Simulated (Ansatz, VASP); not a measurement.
# Two plane-wave programs on C

```
CELL_PARAMETERS angstrom
1.24271 0.71748 3.38883
-1.24271 0.71748 3.38883
0.00000 -1.43496 3.38883
ATOMIC_POSITIONS crystal
C 0.16660 0.16660 0.16660
C 0.83340 0.83340 0.83340
```

Change from the starting cell: mode 4 frozen in at +0.000 Å, equal normal strain along x, y and z +0.0083.

Alike in both runs: task single point; functional PBE; dispersion D3(BJ); k mesh 15 × 15 × 15; occupations gaussian, width 0.05 eV; no spin polarisation.

|  | VASP | Ansatz |
| --- | --- | --- |
| version | VASP 6.6.1 | Ansatz 0.2.0 |
| potentials or method | VASP PAW PBE potentials, release 64 (C), cutoff 520 eV | scalar-relativistic, plane waves, PAW |
| valence electrons in the cell | 8 | 8 |

|  | VASP | Ansatz | Ansatz less VASP |
| --- | --- | --- | --- |
| gap on the k mesh at the Fermi level (eV) | 0.62 | 0.62 | 0.000 |
| least direct gap on the mesh (eV) | 0.62 | 0.62 | 0.000 |
| pressure (GPa) | -6.5 | -6.9 | -0.42 |
| traceless stress, the component that is largest in VASP (GPa) | 6.20 | 6.72 | +0.516 |
